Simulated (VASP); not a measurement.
Set up this calculation in VASP 6.6.1, as the native input.

```
Task                   : electric field gradients
Functional             : PBE
Potentials or basis    : VASP PAW PBE potentials, release 64 (Al, Au)
Cutoff                 : 400 eV
k mesh                 : 10 × 10 × 10
Occupations            : fermi-dirac, width 0.05 eV
Spin                   : no spin polarisation
Dipole correction      : no
Further INCAR settings : ALGO = Normal; EDIFF = 1e-08; NBANDS = 16
```

The structure of Al2Au lies in POSCAR:

```
Al2Au
1.0
    0.0000000000      3.0000000000      3.0000000000
    3.0000000000      0.0000000000      3.0000000000
    3.0000000000      3.0000000000      0.0000000000
Al Au
2 1
Direct
    0.2500000000      0.2500000000      0.2500000000
    0.7500000000      0.7500000000      0.7500000000
    0.0000000000      0.0000000000      0.0000000000
```

The input as run:

INCAR

```
PREC     = Accurate       # precision mode
ENCUT    = 400            # plane-wave cutoff, eV
EDIFF    = 1E-8           # SCF threshold, eV
ISMEAR   = -1             # smearing method
SIGMA    = 0.05           # smearing width, eV
LREAL    = False          # projectors in reciprocal space
LASPH    = True           # aspherical terms in the spheres
NELM     = 120            # most SCF steps
ALGO     = Normal         # electronic algorithm
ISIF     = 2              # what is computed and relaxed
LWAVE    = False          # write WAVECAR
LCHARG   = False          # write CHGCAR
GGA      = PE             # functional
LEFG     = True         
NBANDS   = 16             # bands
GGA_COMPAT= False
```

KPOINTS

```
regular mesh
0
Gamma
  10 10 10
```

Potentials or basis: VASP PAW PBE potentials, release 64 (Al, Au).

Run with:

```sh
$ cat potpaw_PBE.64/Al/POTCAR potpaw_PBE.64/Au/POTCAR > POTCAR
$ mpirun -np 1 vasp_std > vasp.out
```

Results of the run:

| Property | Result |
| --- | --- |
| Pressure | 3.2 GPa |

Caveat: without QUAD_EFG the Cq values of the log hold for a quadrupole moment of 1 mb, not for the nuclei.

It took 50 s on 1 thread of Intel Xeon 8259CL (shared host), peak memory 0.17 GiB.
